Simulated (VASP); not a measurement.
# CoO (R3m) in VASP: single point with PBE

Aim: the single point of CoO with PBE.

All numbers are computed with VASP 6.6.1; they aren't measurements. Logs are shortened: lines on timing, memory, paths and dates and some standing lists are left out, and cuts for length are marked.

### 1 The cell of the first run

Symmetry: R3m, No. 160, trigonal system. The conventional cell has a = 3.212 Å, b = 3.212 Å, c = 7.670 Å, α = 90.00°, β = 90.00°, γ = 120.00°. Co (site symmetry 3m) has 4 O at 1.90 to 1.97 Å within 2.5 Å. O (site symmetry 3m) has 4 Co at 1.90 to 1.97 Å within 2.5 Å.

### 2 Single point, PBE, collinear spin, antiferromagnetic start

INCAR reads:

```
ALGO     = Normal         # electronic algorithm
EDIFF    = 1E-6           # SCF threshold, eV
ENCUT    = 600            # plane-wave cutoff, eV
GGA      = PE             # functional
GGA_COMPAT= F            
ISIF     = 2              # what is computed and relaxed
ISMEAR   = 0              # smearing method
ISPIN    = 2              # spin polarisation
LASPH    = T              # aspherical terms in the spheres
LCHARG   = F              # write CHGCAR
LMAXMIX  = 4              # l up to which the mixer works
LORBIT   = 11             # projections on sites
LREAL    = F              # projectors in reciprocal space
LWAVE    = F              # write WAVECAR
MAGMOM   = -2.25 2.25 -0.15 0.15 # initial moments
NBANDS   = 27             # bands
NELM     = 200            # most SCF steps
PREC     = Accurate       # precision mode
SIGMA    = 0.01           # smearing width, eV
```

KPOINTS reads:

```
k-points
0
Gamma
  12 12 12
```

POSCAR reads:

```
CoO
1.0
    1.6061427395      0.9273069430      5.1133704822
   -1.6061427395      0.9273069430      5.1133704822
    0.0000000000     -1.8546138860      5.1133704822
Co O
2 2
Direct
    0.9992727128      0.9992727128      0.9992727128
    0.4992728617      0.4992728617      0.4992728617
    0.3757271193      0.3757271193      0.3757271193
    0.8757266561      0.8757266561      0.8757266561
```

Potentials or basis: VASP PAW PBE potentials, release 64 (Co, O).

The run is started by

```
cat potpaw_PBE.64/Co/POTCAR potpaw_PBE.64/O/POTCAR > POTCAR
mpirun -np 1 vasp_std > vasp.out
```

OUTCAR:

```text
EDIFF = 1E-6
   ENCUT = 600
   GGA = PE
   ISIF = 2
   ISMEAR = 0
   ISPIN = 2
   LASPH = T
   LORBIT = 11
   LREAL = F
   NELM = 200
   PREC = Accurate

 ion  position               nearest neighbor table
   1  0.999  0.999  0.999-   4 1.90   3 1.97   3 1.97   3 1.97
   2  0.499  0.499  0.499-   3 1.90   4 1.97   4 1.97   4 1.97
   3  0.376  0.376  0.376-   2 1.90   1 1.97   1 1.97   1 1.97
   4  0.876  0.876  0.876-   1 1.90   2 1.97   2 1.97   2 1.97

  LATTYP: Found a trigonal (rhomboedric) cell.
 ALAT       =     5.4393152468
 COS(alpha) =     0.8256147239

  Lattice vectors:

 A1 = (   1.6061427395,   0.9273069430,   5.1133704822)
 A2 = (  -1.6061427395,   0.9273069430,   5.1133704822)
 A3 = (   0.0000000000,  -1.8546138860,   5.1133704822)

Analysis of symmetry for initial positions (statically):
=====================================================================
 Subroutine PRICEL returns following result:

  LATTYP: Found a trigonal (rhomboedric) cell.
 ALAT       =     3.1585192366
 COS(alpha) =     0.4828318995
[... 12 lines left out ...]
 Subroutine GETGRP returns: Found  6 space group operations
 (whereof  6 operations were pure point group operations)
 out of a pool of 12 trial point group operations.

The static configuration has the point symmetry C_3v.

Analysis of symmetry for dynamics (positions and initial velocities):
=====================================================================
 Subroutine PRICEL returns following result:

  LATTYP: Found a trigonal (rhomboedric) cell.
 ALAT       =     3.1585192366
 COS(alpha) =     0.4828318995
[... 12 lines left out ...]
 Subroutine GETGRP returns: Found  6 space group operations
 (whereof  6 operations were pure point group operations)
 out of a pool of 12 trial point group operations.

The dynamic configuration has the point symmetry C_3v.

Analysis of structural, dynamic, and magnetic symmetry:
=====================================================================
 Subroutine PRICEL returns following result:

  LATTYP: Found a trigonal (rhomboedric) cell.
 ALAT       =     3.1585192366
 COS(alpha) =     0.4828318995
[... 12 lines left out ...]
 Subroutine GETGRP returns: Found  6 space group operations
 (whereof  6 operations were pure point group operations)
 out of a pool of 12 trial point group operations.

The overall configuration has the point symmetry C_3v.

 Subroutine INISYM returns: Found  6 space group operations
 (whereof  6 operations are pure point group operations),
 and found     2 'primitive' translations

----------------------------------------------------------------------------------------

                                     Primitive cell

  volume of cell :      22.8474

  direct lattice vectors                    reciprocal lattice vectors
     0.000000000  1.854613886  2.556687525    -0.000000185  0.359463753  0.130377110
    -1.606142740 -0.927306943  2.556682957    -0.311305020 -0.179732037  0.130377110
     1.606142740 -0.927306943  2.556687525     0.311304649 -0.179732037  0.130377110

  length of vectors
     3.158519237  3.158515539  3.158519237     0.382377275  0.382377577  0.382377275

  position of ions in fractional coordinates (direct lattice)
     0.998544830  0.998544830  0.998544830
     0.751452791  0.751452791  0.751452791

  ion indices of the primitive-cell ions
   primitive index   ion index
                 1           1
                 2           4

----------------------------------------------------------------------------------------

 KPOINTS: k-points

Automatic generation of k-mesh.
 Grid dimensions read from file:
 generate k-points for:   12   12   12

 Generating k-lattice:

  Cartesian coordinates                     Fractional coordinates (reciprocal lattice)
     0.025942070  0.014977661  0.005432381     0.083333333 -0.000000000  0.000000000
    -0.025942070  0.014977661  0.005432381    -0.000000000  0.083333333  0.000000000
     0.000000000 -0.029955322  0.005432381     0.000000000  0.000000000  0.083333333

  Length of vectors
     0.030443917  0.030443917  0.030443917

  Shift w.r.t. Gamma in fractional coordinates (k-lattice)
     0.000000000  0.000000000  0.000000000

 Subroutine IBZKPT returns following result:
 ===========================================

 Found    189 irreducible k-points:

 Following reciprocal coordinates:
            Coordinates               Weight
  0.000000  0.000000  0.000000      1.000000
  0.083333 -0.000000 -0.000000      6.000000
  0.166667  0.000000  0.000000      6.000000
  0.250000  0.000000  0.000000      6.000000
  0.333333  0.000000  0.000000      6.000000
  0.416667  0.000000  0.000000      6.000000
[... 16 lines left out ...]
  0.500000  0.166667  0.000000     12.000000
 -0.416667  0.166667  0.000000     12.000000
 [... further k-points ...]
   k-points           NKPTS =    189   k-points in BZ     NKDIM =    189   number of bands    NBANDS=     27
   number of dos      NEDOS =    301   number of ions     NIONS =      4
   total plane-waves  NPLWV = 110592
   dimension x,y,z NGX =    48 NGY =   48 NGZ =   48
   dimension x,y,z NGXF=    96 NGYF=   96 NGZF=   96
   ions per type =               2   2
   NGX,Y,Z   is equivalent  to a cutoff of  14.67, 14.67, 14.67 a.u.
   NGXF,Y,Z  is equivalent  to a cutoff of  29.34, 29.34, 29.34 a.u.
 SYSTEM =  unknown system
   PREC   = accura    normal or accurate (medium, high low for compatibility)
   ISTART =      0    job   : 0-new  1-cont  2-samecut
   ICHARG =      2    charge: 1-file 2-atom 10-const
   ISPIN  =      2    spin polarized calculation?
   LNONCOLLINEAR =      F non collinear calculations
   LSORBIT =      F    spin-orbit coupling
   LASPH  =      T    aspherical Exc in radial PAW
   ENCUT  =  600.0 eV  44.10 Ry    6.64 a.u.  10.86 10.86 10.86*2*pi/ulx,y,z
   NELM   =    200;   NELMIN=  2; NELMDL= -5     # of ELM steps
   EDIFF  = 0.1E-05   stopping-criterion for ELM
   LREAL  =      F    real-space projection
   EDIFFG = 0.1E-04   stopping-criterion for IOM
   NSW    =      0    number of steps for IOM
   IBRION =     -1    ionic relax: 0-MD 1-quasi-New 2-CG
   NFREE  =      0    steps in history (QN), initial steepest desc. (CG)
   ISIF   =      2    stress and relaxation
   ISYM   =      2    0-nonsym 1-usesym 2-fastsym
   POTIM  = 0.5000    time-step for ionic-motion
   TEBEG  =    0.0;   TEEND  =   0.0 temperature during run
   PSTRESS=    0.0 pullay stress
   NELECT =      30.0000    total number of electrons
   NUPDOWN=      -1.0000    fix difference up-down
   EMIN   =  10.00;   EMAX   =-10.00  energy-range for DOS
   EFERMI =   0.00;   METHOD = LEGACY
   ISMEAR =     0;   SIGMA  =   0.01  broadening in eV -4-tet -1-fermi 0-gaus
   EFERMI_NEDOS =   21; number of points for ismear=-14 and -15
   IALGO  =     38    algorithm
   IMIX   =      4    mixing-type and parameters
     AMIX     =   0.40;   BMIX     =  1.00
     AMIX_MAG =   1.60;   BMIX_MAG =  1.00
  volume/ion in A,a.u.               =      11.42        77.09
  Fermi-wavevector in a.u.,A,eV,Ry     =   1.422852  2.688801 27.545118  2.024509
  Thomas-Fermi vector in A             =   2.543512
   LORBIT       =     11    0 simple, 1 ext, 2 COOP (PROOUT), +10 PAW based schemes
   GGA     = PE    functional components
   LHFCALC =     F    Hartree Fock is set to
   AEXX    =    0.0000 exact exchange contribution
   IVDW    =     0    specifies the selected vdW correction
   LEPSILON=     F    determine dielectric tensor
   LRPA    =     F    only Hartree local field effects (RPA)
 spin polarized calculation
 Gauss-broadening in eV      SIGMA  =   0.01
  energy-cutoff  :      600.00
  volume of cell :       45.69
 maximum number of plane-waves:      1547
 NGX is ok and might be reduce to    48
   NGX = 21   NGY = 21   NGZ = 21

 number of electron      30.0000000 magnetization       0.0000000

 number of electron      30.0000000 magnetization      -0.0000000

 Free energy of the ion-electron system (eV)
  ---------------------------------------------------
  ext. energy  EPLUGINS =         0.00000000
  ---------------------------------------------------
  free energy    TOTEN  =       -26.93433692 eV

  energy without entropy =      -26.93433692  energy(sigma->0) =      -26.93433692

 E-fermi :   6.3848     XC(G=0): -11.1973

 val. band max:        6.3040137905   @ k =   0.5000   0.5000   0.5000
 cond. band min:       6.4383208161   @ k =   0.0000   0.0000   0.0000
 fundamental gap:      0.1343070256
 Fermi energy:         6.3847780575

 spin component 1

 k-point     1 :       0.0000    0.0000    0.0000
  band No.  band energies     occupation
      1     -13.7672      1.00000
      2     -13.0448      1.00000
      3      -0.6800      1.00000
      4       0.2134      1.00000
      5       0.2134      1.00000
      6       0.3032      1.00000
[... 709 lines left out ...]
     26      19.9153      0.00000
     27      23.8934      0.00000

 [... further k-points ...]

 spin component 2

 k-point     1 :       0.0000    0.0000    0.0000
  band No.  band energies     occupation
      1     -13.7672      1.00000
      2     -13.0448      1.00000
      3      -0.6800      1.00000
      4       0.2135      1.00000
      5       0.2135      1.00000
      6       0.3032      1.00000
[... 709 lines left out ...]
     26      19.9153      0.00000
     27      23.8934      0.00000

 [... further k-points ...]

------------------------ aborting loop because EDIFF is reached ----------------------------------------

  FORCE on cell =-STRESS in cart. coord.  units (eV):
  Direction    XX          YY          ZZ          XY          YZ          ZX
  --------------------------------------------------------------------------------------
  -------------------------------------------------------------------------------------
  Total       -0.3655851     -0.3655851     -0.3326977      0.0000000      0.0000000     -0.0000000
  in kB      -12.8183716    -12.8183716    -11.6652561      0.0000000      0.0000000     -0.0000000
  external PRESSURE =     -12.4339997 kB  Pullay stress =       0.0000000 kB

 VOLUME and BASIS-vectors are now :
 -----------------------------------------------------------------------------
  energy-cutoff  :      600.00
  volume of cell :       45.69
      direct lattice vectors                 reciprocal lattice vectors
     1.606142740  0.927306943  5.113370482     0.311304835  0.179731930  0.065188575
    -1.606142740  0.927306943  5.113370482    -0.311304835  0.179731930  0.065188575
     0.000000000 -1.854613886  5.113370482     0.000000000 -0.359463860  0.065188575

 POSITION                                       TOTAL-FORCE (eV/Angst)
 -----------------------------------------------------------------------------------
      0.00000      0.00000     15.32895         0.000000      0.000000     -0.000246
      0.00000      0.00000      7.65890         0.000000      0.000000     -0.000246
      0.00000      0.00000      5.76370         0.000000      0.000000      0.000246
      0.00000      0.00000     13.43374         0.000000     -0.000000      0.000246
 -----------------------------------------------------------------------------------
    total drift:                                0.000000     -0.000000      0.000031

  FREE ENERGIE OF THE ION-ELECTRON SYSTEM (eV)
  ---------------------------------------------------
  free  energy   TOTEN  =       -26.9343369182 eV

  energy  without entropy=      -26.9343369182  energy(sigma->0) =      -26.93433692

 total charge

# of ion       s       p       d       tot
------------------------------------------
    1        0.350   0.448   7.217   8.015
    2        0.350   0.448   7.217   8.015
    3        1.548   3.442   0.000   4.990
    4        1.548   3.442   0.000   4.990
--------------------------------------------------
tot          3.796   7.780  14.435  26.011

 magnetization (x)

# of ion       s       p       d       tot
------------------------------------------
    1       -0.009  -0.046  -2.171  -2.227
    2        0.009   0.046   2.171   2.227
    3       -0.011  -0.127   0.000  -0.139
    4        0.011   0.127   0.000   0.139
--------------------------------------------------
tot          0.000   0.000   0.000   0.000
```

It took 12 min on 1 thread of Intel Xeon 6975P-C (Granite Rapids), shared host; peak memory 0.67 GiB.

Results:

| Quantity | Value |
| --- | --- |
| Free energy | -26.9343 eV |
| Pressure | -1.2 GPa |
| Band gap on the k mesh | 0.13 eV |
| Net moment | 0.00 μB per cell |
| Site moments | Co -2.23, +2.23; O -0.14, +0.14 μB |
| Valence electrons inside the program's atomic spheres | Co 8.02; O 4.99 |

Caveat: semilocal functionals underestimate gaps, and a narrow one can read as zero. A k mesh can miss the band edges.
